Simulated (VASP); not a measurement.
# LaH3 (I4/mmm) in VASP: a series of runs, part 2 of 2

VASP 6.6.1. The steps go on from the part before.

### 3 Single point, PBEsol+D3(BJ)

File INCAR:

```
PREC = Accurate ; ENCUT = 520
EDIFF = 1E-6 ; ISMEAR = -1
SIGMA = 0.02 ; LREAL = False
LASPH = True ; NELM = 60
ALGO = Normal ; ISIF = 2
LWAVE = False ; LCHARG = True
GGA = PS ; IVDW = 12
LELF = True ; LVHAR = True
NBANDS = 15
```

File KPOINTS:

```
regular mesh
0
Gamma
  6 6 6
```

File POSCAR:

```
LaH3
1.0
   -1.9700893349      1.9700893349      2.7870153381
    1.9700893349     -1.9700893349      2.7870153381
    1.9700893349      1.9700893349     -2.7870153381
La H
1 3
Direct
    0.0000000000      0.0000000000      0.0000000000
    0.7500000000      0.2500000000      0.5000000000
    0.2500000000      0.7500000000      0.5000000000
    0.5000000000      0.5000000000      0.0000000000
```

Potentials or basis: VASP PAW PBE potentials, release 64 (La, H).

On the command line:

```
> cat potpaw_PBE.64/La/POTCAR potpaw_PBE.64/H/POTCAR > POTCAR
> mpirun -np 1 vasp_std > vasp.out
```

OUTCAR:

```text
PREC = Accurate
   ENCUT = 520
   EDIFF = 1E-6
   ISMEAR = -1
   LREAL = False
   LASPH = True
   NELM = 60
   ISIF = 2
   GGA = PS
   IVDW = 12
 IVDW          = 12

 ion  position               nearest neighbor table
   1  0.000  0.000  0.000-
   2  0.750  0.250  0.500-
   3  0.250  0.750  0.500-
   4  0.500  0.500  0.000-

  LATTYP: Found a body centered tetragonal cell.
 ALAT       =     3.9401786698
 C/A-ratio  =     1.4146644463

  Lattice vectors:

 A1 = (  -1.9700893349,   1.9700893349,   2.7870153381)
 A2 = (   1.9700893349,  -1.9700893349,   2.7870153381)
 A3 = (   1.9700893349,   1.9700893349,  -2.7870153381)

Analysis of symmetry for initial positions (statically):
=====================================================================
 Subroutine PRICEL returns:
 Original cell was already a primitive cell.

 Routine SETGRP: Setting up the symmetry group for a
 body centered tetragonal supercell.

 Subroutine GETGRP returns: Found 16 space group operations
 (whereof 16 operations were pure point group operations)
 out of a pool of 16 trial point group operations.

The static configuration has the point symmetry D_4h.

Analysis of symmetry for dynamics (positions and initial velocities):
=====================================================================
 Subroutine PRICEL returns:
 Original cell was already a primitive cell.

 Routine SETGRP: Setting up the symmetry group for a
 body centered tetragonal supercell.

 Subroutine GETGRP returns: Found 16 space group operations
 (whereof 16 operations were pure point group operations)
 out of a pool of 16 trial point group operations.

The dynamic configuration has the point symmetry D_4h.

 Subroutine INISYM returns: Found 16 space group operations
 (whereof 16 operations are pure point group operations),
 and found     1 'primitive' translations
[... 127 lines left out ...]
   IVDW    =    12    specifies the selected vdW correction
   LEPSILON=     F    determine dielectric tensor
   LRPA    =     F    only Hartree local field effects (RPA)
 non-spin polarized calculation
  energy-cutoff  :      520.00
  volume of cell :       43.27
 maximum number of plane-waves:      1211
 NGX is ok and might be reduce to    30
   NGX = 15   NGY = 15   NGZ = 15

 number of electron      13.9999998 magnetization

 Free energy of the ion-electron system (eV)
  ---------------------------------------------------
  ext. energy  EPLUGINS =         0.00000000
  ---------------------------------------------------
  free energy    TOTEN  =       -17.68608535 eV

  energy without entropy =      -17.68552690  energy(sigma->0) =      -17.68580612

 E-fermi :   7.7088     XC(G=0): -10.1892

 val. band max:        6.9906687262   @ k =   0.1667   0.0000  -0.0000
 cond. band min:       7.7464215525   @ k =   0.5000  -0.0000   0.0000
 fundamental gap:      0.7557528264
 Fermi energy:         7.7088314022

 k-point     1 :       0.0000    0.0000    0.0000
  band No.  band energies     occupation
      1     -25.6924      2.00000
      2      -8.9303      2.00000
      3      -8.9302      2.00000
      4      -8.9302      2.00000
      5      -0.4071      2.00000
      6       4.7169      2.00000
      7       7.9045      0.00011
      8       7.9067      0.00010
      9       7.9067      0.00010
     10       8.1718      0.00000
     11       8.9578      0.00000
     12       8.9584      0.00000
     13       8.9584      0.00000
     14       9.5710      0.00000
[... 401 lines left out ...]
      2      -9.6902      2.00000
      3      -9.1189      2.00000
      4      -9.0990      2.00000
      5       1.4947      2.00000
      6       3.0901      2.00000
      7       5.1590      2.00000
      8       8.4106      0.00000
      9       8.7378      0.00000
     10       8.9530      0.00000
     11       9.1265      0.00000
     12       9.3206      0.00000
     13       9.3644      0.00000
     14       9.5805      0.00000
     15       9.8218      0.00000

 [... further k-points ...]

------------------------ aborting loop because EDIFF is reached ----------------------------------------

 Edisp (eV)   -0.70004

 E8    (eV) :    -0.4879

  FORCE on cell =-STRESS in cart. coord.  units (eV):
  Direction    XX          YY          ZZ          XY          YZ          ZX
  --------------------------------------------------------------------------------------
  -------------------------------------------------------------------------------------
  Total      -1.60360    -1.60360    -1.60152     0.00000    -0.00000     0.00000
  in kB     -59.37940   -59.37940   -59.30223     0.00000    -0.00000     0.00000
  external pressure =      -59.35 kB  Pullay stress =        0.00 kB

 VOLUME and BASIS-vectors are now :
 -----------------------------------------------------------------------------
  energy-cutoff  :      520.00
  volume of cell :       43.27
      direct lattice vectors                 reciprocal lattice vectors
    -1.970089335  1.970089335  2.787015338     0.000000000  0.253795598  0.179403390
     1.970089335 -1.970089335  2.787015338     0.253795598  0.000000000  0.179403390
     1.970089335  1.970089335 -2.787015338     0.253795598  0.253795598  0.000000000

 POSITION                                       TOTAL-FORCE (eV/Angst)
 -----------------------------------------------------------------------------------
      0.00000      0.00000      0.00000         0.000000      0.000000     -0.000000
      0.00000      1.97009      1.39351         0.000000     -0.000000      0.000000
      1.97009      0.00000      1.39351        -0.000000      0.000000     -0.000000
      0.00000      0.00000      2.78702         0.000000      0.000000     -0.000000
 -----------------------------------------------------------------------------------
    total drift:                                0.000000      0.000000      0.000000

  FREE ENERGIE OF THE ION-ELECTRON SYSTEM (eV)
  ---------------------------------------------------
  free  energy   TOTEN  =       -18.3861235044 eV

  energy  without entropy=      -18.3855650510  energy(sigma->0) =      -18.38584428
```

stdout:

```text
POSCAR found type information on POSCAR LaH
 POSCAR found :  2 types and       4 ions
 scaLAPACK will be used
 -----------------------------------------------------------------------------
|                                                                             |
|                                                                             |
|     You enforced a specific xc type in the INCAR file but a different       |
|     I HOPE YOU KNOW WHAT YOU ARE DOING!                                     |
|                                                                             |
 -----------------------------------------------------------------------------

 LDA part: xc-table for (Slater+PW92), standard interpolation
 POSCAR, INCAR and KPOINTS ok, starting setup
 FFT: planning ... GRIDC
 FFT: planning ... GRID_SOFT
 FFT: planning ... GRID
 WAVECAR not read
 entering main loop
```

Run time: 16 s. Hardware: 1 thread of AMD EPYC 9R45 (Zen 5), shared host; peak memory 0.16 GiB.

Results:

```yaml
Free_energy: -18.3861 eV
Pressure: -5.9 GPa
Band_gap_on_the_k_mesh: zero (band 7 reaches 7.90 eV, above the bottom of band 8 at 7.75 eV)
Dispersion_energy_per_atom: -0.175 eV
```

Caveat: the k points lie up to 0.38 Å⁻¹ apart; the PAW data sets were made with another functional, which shifts forces and pressure a little; spin-orbit coupling is left out, which moves the levels of the heavy elements; pairwise dispersion overbinds metals, which lowers pressure and volume.

### 4 Single point, PBEsol

File INCAR:

```
SYSTEM = LaH3
PREC     = Accurate       ! precision mode
ENCUT    = 520            ! plane-wave cutoff, eV
EDIFF    = 1E-7           ! SCF threshold, eV
ISMEAR   = 1              ! smearing method
SIGMA    = 0.05           ! smearing width, eV
LREAL    = .False.        ! projectors in reciprocal space
LASPH    = .True.         ! aspherical terms in the spheres
NELM     = 60             ! most SCF steps
ALGO     = Normal         ! electronic algorithm
ISIF     = 2              ! what is computed and relaxed
LWAVE    = .False.        ! write WAVECAR
LCHARG   = .False.        ! write CHGCAR
GGA      = PS             ! functional
NBANDS   = 15             ! bands
```

File KPOINTS:

```
regular mesh
0
Gamma
  6 6 6
  0 0 0
```

POSCAR is that of step 3.

Potentials or basis: VASP PAW PBE potentials, release 64 (La, H).

On the command line:

```
> cat potpaw_PBE.64/La/POTCAR potpaw_PBE.64/H/POTCAR > POTCAR
> mpirun -np 1 vasp_std > vasp.out
```

OUTCAR:

```text
SYSTEM = LaH3
   PREC = Accurate
   ENCUT = 520
   EDIFF = 1E-7
   ISMEAR = 1
   LREAL = .False.
   LASPH = .True.
   NELM = 60
   ISIF = 2
   GGA = PS

 ion  position               nearest neighbor table
   1  0.000  0.000  0.000-
   2  0.750  0.250  0.500-
   3  0.250  0.750  0.500-
   4  0.500  0.500  0.000-

  LATTYP: Found a body centered tetragonal cell.
 ALAT       =     3.9401786698
 C/A-ratio  =     1.4146644463

  Lattice vectors:

 A1 = (  -1.9700893349,   1.9700893349,   2.7870153381)
 A2 = (   1.9700893349,  -1.9700893349,   2.7870153381)
 A3 = (   1.9700893349,   1.9700893349,  -2.7870153381)

Analysis of symmetry for initial positions (statically):
=====================================================================
 Subroutine PRICEL returns:
 Original cell was already a primitive cell.

 Routine SETGRP: Setting up the symmetry group for a
 body centered tetragonal supercell.

 Subroutine GETGRP returns: Found 16 space group operations
 (whereof 16 operations were pure point group operations)
 out of a pool of 16 trial point group operations.

The static configuration has the point symmetry D_4h.
[... 175 lines left out ...]
      1     -25.6931      2.00000
      2      -8.9309      2.00000
      3      -8.9309      2.00000
      4      -8.9309      2.00000
      5      -0.4068      2.00000
      6       4.7170      2.00000
      7       7.9044     -0.00000
      8       7.9066     -0.00000
      9       7.9066     -0.00000
     10       8.1722     -0.00000
     11       8.9569      0.00000
     12       8.9575      0.00000
     13       8.9575      0.00000
     14       9.5700      0.00000
[... 401 lines left out ...]
      2      -9.6907      2.00000
      3      -9.1195      2.00000
      4      -9.0996      2.00000
      5       1.4948      2.00000
      6       3.0903      2.00000
      7       5.1592      2.00000
      8       8.4103     -0.00000
      9       8.7372      0.00000
     10       8.9523      0.00000
     11       9.1256      0.00000
     12       9.3197      0.00000
     13       9.3634      0.00000
     14       9.5796      0.00000
     15       9.8210      0.00000

 [... further k-points ...]
[... 5 lines left out ...]
  --------------------------------------------------------------------------------------
  -------------------------------------------------------------------------------------
  Total       -0.8725784     -0.8725784     -0.8669292      0.0000000      0.0000000      0.0000000
  in kB      -32.3105119    -32.3105119    -32.1013284      0.0000000      0.0000000      0.0000000
  external PRESSURE =     -32.2407841 kB  Pullay stress =       0.0000000 kB

 VOLUME and BASIS-vectors are now :
 -----------------------------------------------------------------------------
  energy-cutoff  :      520.00
  volume of cell :       43.27
      direct lattice vectors                 reciprocal lattice vectors
    -1.970089335  1.970089335  2.787015338     0.000000000  0.253795598  0.179403390
     1.970089335 -1.970089335  2.787015338     0.253795598  0.000000000  0.179403390
     1.970089335  1.970089335 -2.787015338     0.253795598  0.253795598  0.000000000

 POSITION                                       TOTAL-FORCE (eV/Angst)
 -----------------------------------------------------------------------------------
      0.00000      0.00000      0.00000        -0.000000     -0.000000     -0.000000
      0.00000      1.97009      1.39351         0.000000      0.000000      0.000000
      1.97009      0.00000      1.39351         0.000000      0.000000     -0.000000
      0.00000      0.00000      2.78702        -0.000000     -0.000000     -0.000000
 -----------------------------------------------------------------------------------
    total drift:                                0.000000      0.000000      0.000000

  FREE ENERGIE OF THE ION-ELECTRON SYSTEM (eV)
  ---------------------------------------------------
  free  energy   TOTEN  =       -17.6857215211 eV

  energy  without entropy=      -17.6855280194  energy(sigma->0) =      -17.68565702
```

stdout:

```text
POSCAR found type information on POSCAR LaH
 POSCAR found :  2 types and       4 ions
 scaLAPACK will be used
 -----------------------------------------------------------------------------
|                                                                             |
|                                                                             |
|     You enforced a specific xc type in the INCAR file but a different       |
|     I HOPE YOU KNOW WHAT YOU ARE DOING!                                     |
|                                                                             |
 -----------------------------------------------------------------------------

 LDA part: xc-table for (Slater+PW92), standard interpolation
 POSCAR, INCAR and KPOINTS ok, starting setup
 FFT: planning ... GRIDC
 FFT: planning ... GRID_SOFT
 FFT: planning ... GRID
 WAVECAR not read
 entering main loop
```

It took 18 s on 1 thread of AMD EPYC 9R45 (Zen 5), shared host; peak memory 0.16 GiB.

Results:

```yaml
Free_energy: -17.6857 eV
Pressure: -3.2 GPa
Band_gap_on_the_k_mesh: zero (band 7 reaches 7.90 eV, above the bottom of band 8 at 7.75 eV)
```

Levels at points of the mesh, in eV from the Fermi level:
| k point | band 3 | band 4 | band 5 | band 6 | band 7 | band 8 | band 9 | band 10 | band 11 | band 12 |
| --- | --- | --- | --- | --- | --- | --- | --- | --- | --- | --- |
| (0.00, 0.00, 0.00) | -16.65 | -16.65 | -8.13 | -3.01 | 0.18 | 0.18 | 0.18 | 0.45 | 1.23 | 1.24 |
| (0.50, 0.00, 0.00) | -16.78 | -16.78 | -6.11 | -4.09 | -2.19 | 0.02 | 0.03 | 1.32 | 1.32 | 1.74 |
| (0.50, 0.50, 0.00) | -17.01 | -17.01 | -5.68 | -5.52 | -3.15 | 1.29 | 1.29 | 1.43 | 1.66 | 1.66 |
| (0.50, 0.50, 0.50) | -17.01 | -17.01 | -5.68 | -5.52 | -3.15 | 1.29 | 1.29 | 1.43 | 1.66 | 1.66 |

Caveat: the k points lie up to 0.38 Å⁻¹ apart; the PAW data sets were made with another functional, which shifts forces and pressure a little; spin-orbit coupling is left out, which moves the levels of the heavy elements.

### 5 The runs side by side

| level | smearing | gap on the mesh (eV) | pressure (GPa) |
| --- | --- | --- | --- |
| PBEsol | fermi-dirac 0.02 eV | none | -3.2 |
| PBEsol+D3(BJ) | fermi-dirac 0.02 eV | none | -5.9 |
| PBEsol | methfessel-paxton 0.05 eV | none | -3.2 |

Alike in all rows: task single point; potentials or basis VASP PAW PBE potentials, release 64 (La, H); no spin polarisation; cell as given; k mesh 6 × 6 × 6; cutoff (eV) 520.

Caveats: all runs use coarse meshes; the PAW data sets were made with another functional, which shifts forces and pressure a little; spin-orbit coupling is left out, which moves the levels of the heavy elements; pairwise dispersion overbinds metals, which lowers pressure and volume (some runs).

Absolute energies hang on the potentials; compare differences alone.
